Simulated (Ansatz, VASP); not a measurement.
Mn in VASP and in Ansatz

File INCAR:

```
SYSTEM = Mn
  PREC = Accurate
  ENCUT = 520
  EDIFF = 1E-6
  ISMEAR = -1
  SIGMA = 0.05
  LREAL = .FALSE.
  LASPH = .TRUE.
  NELM = 150
  ALGO = Normal
  ISIF = 2
  LWAVE = .FALSE.
  LCHARG = .FALSE.
  ISPIN = 2
  MAGMOM = 2.046 -2.046
  LORBIT = 11
  LMAXMIX = 4
  GGA = RE
  NBANDS = 24
```

Contents of KPOINTS:

```
Automatic mesh
0
G
  14 14 10
  0 0 0
```

Contents of POSCAR:

```
Mn
1.0
    2.6333883169      0.0000000000      0.0000000000
    0.0000000000      2.6333883169      0.0000000000
    0.0000000000      0.0000000000      3.5531509352
Mn
2
Direct
    1.0000000000      1.0000000000      0.0000000000
    0.5000000000      0.5000000000      0.5000000000
```

Input for Ansatz:

```yaml
crystal:
  lattice:
    - [2.6333883169, 0.0, 0.0]
    - [0.0, 2.6333883169, 0.0]
    - [0.0, 0.0, 3.5531509352]
  atoms:
    - { symbol: Mn, position: [1.0, 1.0, 0.0], spin: 2.046 }
    - { symbol: Mn, position: [0.5, 0.5, 0.5], spin: -2.046 }
hamiltonian:
  xc: revpbe
  pseudopotentials:
    kind: paw
    azcp:
      Mn: "pseudopotentials/Mn.paw.azcp"
basis:
  ecutwfc: 420
  fft_grid_basis: typed
kpoints:
  mp_grid: { grid: [14, 14, 10], shift: [0, 0, 0] }
magnetization:
  spin_polarized: true
scf:
  occupations: { method: fermi_dirac, width: 0.05 }
  lower_state_search: "off"
output:
  stress: true
```

Alike in both runs: task single point; functional revPBE; k mesh 14 × 14 × 10; occupations fermi-dirac, width 0.05 eV; collinear spin.

```csv
,VASP,Ansatz
version,VASP 6.6.1,Ansatz 0.2.0
potentials or method,"VASP PAW PBE potentials, release 64 (Mn_pv), cutoff 520 eV","plane waves (420 eV) with PAW, scalar-relativistic"
valence electrons in the cell,26,30
```

```csv
,VASP,Ansatz,Ansatz less VASP
pressure (GPa),-4.0,-4.5,-0.48
"traceless stress, the component that is largest in VASP (GPa)",0.46,0.43,-0.030
net moment per atom (μB),0.00,0.00,0.000
size of the moment on the site where the two differ most (μB),2.29,2.23,-0.058
```

VASP's potentials were made for PBE, not for revPBE. Site moments also hang on the region over which each program counts them. The functional is the same, so the differences come from potentials, cutoffs and numerics. VASP's potentials hold 26 valence electrons a cell and Ansatz's 30, so a difference there can come from the potentials and not from the codes.
